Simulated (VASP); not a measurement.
# Ti18B36F (a cell with a defect) in VASP: single point with PBE

Aim: the single point of Ti18B36F (a cell with a defect) with PBE.

All numbers are computed with VASP 6.6.1; they aren't measurements. Logs are shortened: lines on timing, memory, paths and dates and some standing lists are left out, and cuts for length are marked.

## 1. The cell of the first run

The cell holds a defect, 55 atoms: a = 9.095 Å, b = 9.095 Å, c = 6.448 Å, α = 90.00°, β = 90.00°, γ = 120.00°.

## 2. Single point, PBE

File INCAR:

```
SYSTEM = Ti18B36F
PREC = Accurate
ENCUT = 520
EDIFF = 1E-6
ISMEAR = 1
SIGMA = 0.1
LREAL = Auto
LASPH = .True.
NELM = 60
ALGO = Normal
ISIF = 2
LWAVE = .False.
LCHARG = .False.
GGA = PE
NBANDS = 198
KPAR = 2
NCORE = 2
```

File KPOINTS:

```
Automatic mesh
0
Gamma
  2 2 2
  0 0 0
```

File POSCAR:

```
Ti18B36F
1.0
    9.0952570700      0.0000000900      0.0000000000
   -4.5476286100      7.8767236400      0.0000000000
    0.0000000000      0.0000000000      6.4483601600
Ti B F
18 36 1
Direct
    0.0033070028      0.0017037540     -0.0001246829
    0.0061374586      0.0031189363      0.5000334845
   -0.0008434411      0.3319017043      0.0003486158
    0.0011623201      0.3342765495      0.5003106092
   -0.0008434175      0.6673552660      0.0003484607
    0.0011627196      0.6669856961      0.5003104541
    0.3324936427     -0.0001433375      0.0002831728
    0.3316210988     -0.0002721982      0.5002068619
    0.3324938518      0.3327369462      0.0002830177
    0.3316206659      0.3319928551      0.5002067068
    0.3343471845      0.6672234815      0.0002923224
    0.3291252262      0.6646128784      0.5007167590
    0.6585201488      0.0257162686     -0.0008426949
    0.6643933301      0.0032500747      0.5000967564
    0.6665574815      0.3333288128      0.0002721622
    0.6654913185      0.3327953423      0.4998794918
    0.6585183729      0.6328999427     -0.0008428499
    0.6643937210      0.6612443420      0.5000956708
    0.1107327002      0.2228373205      0.2502676587
    0.2205710856      0.1103354669      0.2498957813
    0.1106749017      0.2227459119      0.7501918131
    0.2206833627      0.1103915816      0.7503298327
    0.1113963475      0.5557482007      0.2487899187
    0.2219554294      0.4441481179      0.2493193556
    0.1114755708      0.5557876841      0.7517725251
    0.2218960258      0.4440959389      0.7512384358
    0.1107326376      0.8879957340      0.2502682791
    0.2219560484      0.7779077012      0.2493187353
    0.1106748345      0.8880289965      0.7501919682
    0.2218959931      0.7778999569      0.7512385909
    0.4422050502      0.2211520982      0.2530050989
    0.5538945173      0.1127954960      0.2537790941
    0.4420944269      0.2210968722      0.7473909460
    0.5537610355      0.1128372647      0.7461619514
    0.4439871380      0.5555500180      0.2515031667
    0.5538938480      0.4411982836      0.2537795594
    0.4438321720      0.5553687244      0.7490079462
    0.5537602901      0.4410230838      0.7461610209
    0.4439868240      0.8885365642      0.2515028565
    0.5490379502      0.7745692536      0.2779528369
    0.4438315586      0.8885633520      0.7490088767
    0.5497038176      0.7749020062      0.7249382609
    0.7781404905      0.2249053047      0.2543969256
    0.8891812330      0.1133566392      0.2576403859
    0.7780922201      0.2249873185      0.7462242928
    0.8888640646      0.1128203757      0.7438032121
    0.7781410790      0.5533358956      0.2543981662
    0.8900779851      0.4450884759      0.2519702622
    0.7780929287      0.5532055115      0.7462230522
    0.8901605794      0.4451298637      0.7481196584
    0.7796529357      0.8898784888      0.2976004678
    0.8891815731      0.7759228582      0.2576416265
    0.7796342999      0.8898678245      0.7040261225
    0.8888644521      0.7761431274      0.7438004207
    0.7335585267      0.8668237260      0.0047675687
```

Potentials or basis: VASP PAW PBE potentials, release 64 (Ti_sv, B, F).

Run with:

```console
$ cat potpaw_PBE.64/Ti_sv/POTCAR potpaw_PBE.64/B/POTCAR potpaw_PBE.64/F/POTCAR > POTCAR
$ mpirun -np 4 vasp_std > vasp.out
```

OUTCAR:

```text
SYSTEM = Ti18B36F
   PREC = Accurate
   ENCUT = 520
   EDIFF = 1E-6
   ISMEAR = 1
   LREAL = Auto
   LASPH = .True.
   NELM = 60
   ISIF = 2
   GGA = PE

 ion  position               nearest neighbor table
   1  0.003  0.002  1.000-  55 2.12  22 2.35  20 2.35  21 2.37  29 2.37  19 2.38  27 2.38  46 2.43
                            54 2.43  44 2.43  52 2.43
   2  0.006  0.003  0.500-  51 2.21  53 2.22  20 2.34  22 2.34  27 2.36  19 2.36  21 2.37  29 2.37
                            44 2.38  52 2.38  54 2.38  46 2.38
   3  0.999  0.332  0.000-  19 2.37  21 2.37  24 2.38  26 2.38  23 2.38  25 2.38  48 2.39  50 2.39
                            46 2.39  43 2.39  44 2.39  45 2.39
   4  0.001  0.334  0.500-  44 2.34  46 2.35  43 2.37  45 2.37  50 2.37  48 2.37  21 2.37  19 2.37
                            26 2.38  24 2.38  25 2.38  23 2.38
   5  0.999  0.667  0.000-  27 2.37  29 2.37  28 2.38  30 2.38  23 2.38  25 2.38  48 2.39  50 2.39
                            54 2.39  47 2.39  52 2.39  49 2.39
   6  0.001  0.667  0.500-  52 2.34  54 2.35  47 2.37  49 2.37  50 2.37  48 2.37  29 2.37  27 2.37
                            30 2.38  28 2.38  25 2.38  23 2.38
   7  0.332  1.000  0.000-  28 2.37  30 2.37  27 2.38  29 2.38  20 2.38  22 2.38  31 2.39  33 2.39
                            41 2.39  39 2.39  32 2.39  34 2.39  13 2.85
   8  0.332  1.000  0.500-  34 2.36  33 2.36  31 2.36  32 2.36  27 2.37  29 2.37  22 2.38  20 2.38
                            41 2.38  28 2.38  39 2.38  30 2.38
   9  0.332  0.333  0.000-  24 2.37  26 2.37  19 2.38  21 2.38  20 2.38  22 2.38  31 2.39  33 2.39
                            37 2.39  35 2.39  36 2.39  38 2.39  17 2.85
  10  0.332  0.332  0.500-  38 2.36  33 2.36  31 2.36  36 2.36  19 2.37  21 2.37  22 2.38  20 2.38
                            37 2.38  24 2.38  35 2.38  26 2.38
  11  0.334  0.667  0.000-  25 2.38  23 2.38  39 2.38  35 2.38  41 2.38  37 2.38  28 2.38  24 2.38
                            26 2.38  30 2.38  42 2.46  40 2.46
  12  0.329  0.665  0.501-  40 2.25  42 2.26  25 2.36  23 2.36  30 2.37  26 2.37  28 2.38  24 2.38
                            37 2.38  41 2.38  39 2.39  35 2.39
  13  0.659  0.026  0.999-  55 1.88  34 2.23  32 2.23  45 2.27  43 2.28  41 2.35  39 2.36  46 2.46
                            44 2.48  15 2.76   7 2.85
  14  0.664  0.003  0.500-  51 2.22  53 2.23  40 2.30  42 2.31  34 2.35  32 2.35  43 2.36  45 2.36
                            44 2.36  39 2.36  41 2.37  46 2.37
  15  0.667  0.333  0.000-  45 2.38  49 2.38  43 2.39  47 2.39  32 2.39  36 2.39  34 2.39  38 2.39
                            48 2.39  50 2.40  31 2.40  33 2.41  17 2.76  13 2.76
  16  0.665  0.333  0.500-  32 2.35  36 2.35  43 2.35  47 2.35  38 2.35  34 2.35  45 2.35  49 2.35
                            31 2.37  33 2.38  48 2.38  50 2.39
  17  0.659  0.633  0.999-  55 1.88  38 2.23  36 2.23  49 2.27  47 2.28  37 2.35  35 2.36  54 2.46
                            52 2.48  15 2.76   9 2.85
  18  0.664  0.661  0.500-  51 2.22  53 2.23  40 2.30  42 2.31  38 2.35  36 2.35  47 2.36  49 2.36
                            52 2.36  35 2.36  37 2.37  54 2.37
  19  0.111  0.223  0.250-  24 1.74  44 1.75  20 1.75   2 2.36   3 2.37  10 2.37   4 2.37   1 2.38
                             9 2.38
  20  0.221  0.110  0.250-  31 1.75  27 1.75  19 1.75   2 2.34   1 2.35  10 2.38   8 2.38   7 2.38
                             9 2.38
  21  0.111  0.223  0.750-  26 1.74  46 1.75  22 1.75   2 2.37   3 2.37   1 2.37  10 2.37   4 2.37
                             9 2.38
[... 313 lines left out ...]
   LORBIT       =      0    0 simple, 1 ext, 2 COOP (PROOUT), +10 PAW based schemes
   GGA     = PE    functional components
   LHFCALC =     F    Hartree Fock is set to
   AEXX    =    0.0000 exact exchange contribution
   IVDW    =     0    specifies the selected vdW correction
   LEPSILON=     F    determine dielectric tensor
   LRPA    =     F    only Hartree local field effects (RPA)
 non-spin polarized calculation
 Methfessel and Paxton  Order N= 1 SIGMA  =   0.10
  energy-cutoff  :      520.00
  volume of cell :      461.97
 maximum number of plane-waves:     12492
 NGX is ok and might be reduce to    70
   NGX = 33   NGY = 33   NGZ = 23

 number of electron     331.0000013 magnetization

 Free energy of the ion-electron system (eV)
  ---------------------------------------------------
  ext. energy  EPLUGINS =         0.00000000
  ---------------------------------------------------
  free energy    TOTEN  =      -436.78776360 eV

  energy without entropy =     -436.77876143  energy(sigma->0) =     -436.78476288

 E-fermi :  10.0422     XC(G=0): -12.8316

 val. band max:       10.0244897180   @ k =   0.5000   0.5000   0.0000
 cond. band min:      10.0452021322   @ k =   0.0000   0.5000   0.0000
 fundamental gap:      0.0207124142
 Fermi energy:        10.0421511462

 k-point     1 :       0.0000    0.0000    0.0000
  band No.  band energies     occupation
      1     -47.0692      2.00000
      2     -46.9384      2.00000
      3     -46.9297      2.00000
      4     -46.7874      2.00000
      5     -46.7728      2.00000
      6     -46.7583      2.00000
[... 1429 lines left out ...]
    176      11.4012     -0.00000
    177      11.5496     -0.00000
 [bands above 177 left out]

------------------------ aborting loop because EDIFF is reached ----------------------------------------

  FORCE on cell =-STRESS in cart. coord.  units (eV):
  Direction    XX          YY          ZZ          XY          YZ          ZX
  --------------------------------------------------------------------------------------
  -------------------------------------------------------------------------------------
  Total       18.0206437     23.8771537     20.1236973     -5.0779088     -0.0015510     -0.0015803
  in kB       62.4987033     82.8100910     69.7924561    -17.6110645     -0.0053791     -0.0054807
  external PRESSURE =      71.7004168 kB  Pullay stress =       0.0000000 kB

 VOLUME and BASIS-vectors are now :
 -----------------------------------------------------------------------------
  energy-cutoff  :      520.00
  volume of cell :      461.97
      direct lattice vectors                 reciprocal lattice vectors
     9.095257070  0.000000090  0.000000000     0.109947414  0.063478170  0.000000000
    -4.547628610  7.876723640  0.000000000    -0.000000001  0.126956339  0.000000000
     0.000000000  0.000000000  6.448360160     0.000000000  0.000000000  0.155078187

 POSITION                                       TOTAL-FORCE (eV/Angst)
 -----------------------------------------------------------------------------------
      0.02233      0.01342      6.44756         0.022328      0.011259     -0.008830
      0.04164      0.02457      3.22440        -0.029113     -0.016379     -0.002936
      7.57822      2.61430      0.00225        -0.008105     -0.040950     -0.005326
     -1.50959      2.63300      3.22618        -0.015405     -0.019461      0.000496
      6.05270      5.25657      0.00225        -0.040542      0.018609     -0.004592
     -3.02263      5.25366      3.22618        -0.026553     -0.001897      0.001452
[... 47 lines left out ...]
      4.55484      6.11346      4.79629         0.034059     -0.038938     -0.091887
      2.72991      6.82773      0.03074         1.416861      0.819303      0.049027
 -----------------------------------------------------------------------------------
    total drift:                               -0.005847      0.007881      0.004063

  FREE ENERGIE OF THE ION-ELECTRON SYSTEM (eV)
  ---------------------------------------------------
  free  energy   TOTEN  =      -436.7877636004 eV

  energy  without entropy=     -436.7787614286  energy(sigma->0) =     -436.78476288
```

It took 12 min on 4 MPI ranks of Intel Xeon Platinum 8259CL at 2.50GHz (Skylake/Cascade Lake), shared host; peak memory 0.51 GiB.

What came out:

```yaml
Free_energy: -436.7878 eV
Pressure: 7.2 GPa
Largest_force: 1.637 eV/Å
Band_gap_on_the_k_mesh: zero (an odd number of electrons rules out a gap without spin polarisation)
```

Forces in eV/Å, atoms in the order of the input:
```
Ti   0.022  0.011 -0.009
Ti  -0.029 -0.016 -0.003
Ti  -0.008 -0.041 -0.005
Ti  -0.015 -0.019  0.000
Ti  -0.041  0.019 -0.005
Ti  -0.027 -0.002  0.001
Ti  -0.035 -0.010 -0.004
Ti  -0.019 -0.006 -0.003
Ti  -0.025 -0.029 -0.004
Ti  -0.011 -0.014 -0.001
Ti   0.054  0.032 -0.001
Ti   0.050  0.030  0.010
Ti  -0.210 -0.158 -0.006
Ti  -0.050 -0.001 -0.002
Ti  -0.009 -0.006  0.007
Ti  -0.022 -0.012 -0.006
Ti  -0.244 -0.104 -0.007
Ti  -0.028 -0.041 -0.002
B   -0.019 -0.001  0.014
B   -0.012 -0.007  0.001
B   -0.019 -0.004 -0.018
B   -0.016 -0.009 -0.005
B   -0.027 -0.016 -0.024
B   -0.021 -0.005 -0.004
B   -0.030 -0.017  0.021
B   -0.020 -0.007  0.005
B   -0.010 -0.016  0.014
B   -0.015 -0.016 -0.004
B   -0.012 -0.015 -0.018
B   -0.016 -0.014  0.005
B   -0.014 -0.008 -0.014
B   -0.017 -0.018 -0.018
B   -0.012 -0.007  0.009
B   -0.018 -0.018  0.014
B   -0.030 -0.017 -0.014
B   -0.024 -0.006 -0.018
B   -0.034 -0.023  0.008
B   -0.025 -0.007  0.014
B   -0.030 -0.017 -0.014
B   -0.048 -0.028 -0.219
B   -0.036 -0.018  0.009
B   -0.021 -0.012  0.243
B   -0.019 -0.024 -0.017
B   -0.012  0.054  0.107
B   -0.018 -0.028  0.014
B   -0.016  0.049 -0.092
B   -0.030 -0.006 -0.017
B   -0.022 -0.013 -0.026
B   -0.033 -0.001  0.014
B   -0.022 -0.013  0.030
B   -0.072 -0.042  0.113
B    0.042 -0.038  0.107
B   -0.078 -0.045 -0.139
B    0.034 -0.039 -0.092
F    1.417  0.819  0.049
```

Levels at points of the mesh, in eV from the Fermi level:
| k point | band 162 | band 163 | band 164 | band 165 | band 166 | band 167 | band 168 | band 169 |
| --- | --- | --- | --- | --- | --- | --- | --- | --- |
| (0.00, 0.00, 0.00) | -0.68 | -0.49 | -0.42 | -0.12 | -0.11 | -0.07 | 0.58 | 0.61 |
| (0.50, 0.00, 0.00) | -0.54 | -0.46 | -0.19 | -0.15 | -0.10 | 0.01 | 0.10 | 0.51 |
| (0.00, 0.50, 0.00) | -0.53 | -0.39 | -0.27 | -0.17 | -0.02 | 0.00 | 0.04 | 0.56 |
| (0.50, 0.50, 0.00) | -0.53 | -0.39 | -0.27 | -0.17 | -0.02 | 0.00 | 0.04 | 0.56 |
| (0.00, 0.00, 0.50) | -1.20 | -0.71 | 0.12 | 0.47 | 0.60 | 0.61 | 0.70 | 0.72 |
| (0.50, 0.00, 0.50) | -0.69 | -0.52 | -0.44 | -0.31 | 0.27 | 0.40 | 0.48 | 0.50 |
| (0.00, 0.50, 0.50) | -0.56 | -0.56 | -0.44 | -0.24 | 0.36 | 0.45 | 0.49 | 0.56 |
| (0.50, 0.50, 0.50) | -0.56 | -0.56 | -0.44 | -0.24 | 0.36 | 0.45 | 0.49 | 0.56 |

Caveat: the k points lie up to 0.49 Å⁻¹ apart, too coarse for converged energies and pressures of a metal; an odd number of electrons without spin polarisation forces a metal; a magnetic or distorted state may lie lower.

The gap in the log of VASP goes by the Fermi energy; the results here count the filled bands.